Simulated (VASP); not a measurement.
Y, 2 atoms in the cell. Symmetry: P6_3/mmc, No. 194, hexagonal system. Conventional cell: a = 3.284 Å, b = 3.284 Å, c = 5.220 Å, α = 90.00°, β = 90.00°, γ = 120.00°. Y (site symmetry -6m2) has 12 Y at 3.23 to 3.28 Å within 4.2 Å. 

```yaml
Program: VASP 6.6.1
Task: single point
Functional: PBEsol
Potentials_or_basis: VASP PAW PBE potentials, release 64 (Y_sv)
Cutoff: 520 eV
k_mesh: 14 × 14 × 7
Occupations: fermi-dirac, width 0.05 eV
Spin: no spin polarisation
Dipole_correction: no
Further_INCAR_settings: ALGO = Normal; EDIFF = 1e-07; NBANDS = 18
```

Potentials or basis: VASP PAW PBE potentials, release 64 (Y_sv).

Run with:

```console
$ cat potpaw_PBE.64/Y_sv/POTCAR > POTCAR
$ mpirun -np 1 vasp_std > vasp.out
```

Hardware: 1 thread of Intel(R) Xeon(R) 6975P-C (Granite Rapids), with other jobs on the host.

**Question.** How long does it take, and how much memory?

**Answer.** Run time: 26 s on 1 thread of Intel(R) Xeon(R) 6975P-C (Granite Rapids), with other jobs on the host, peak memory 0.22 GiB. Counts: scf iterations 13, k points 96.
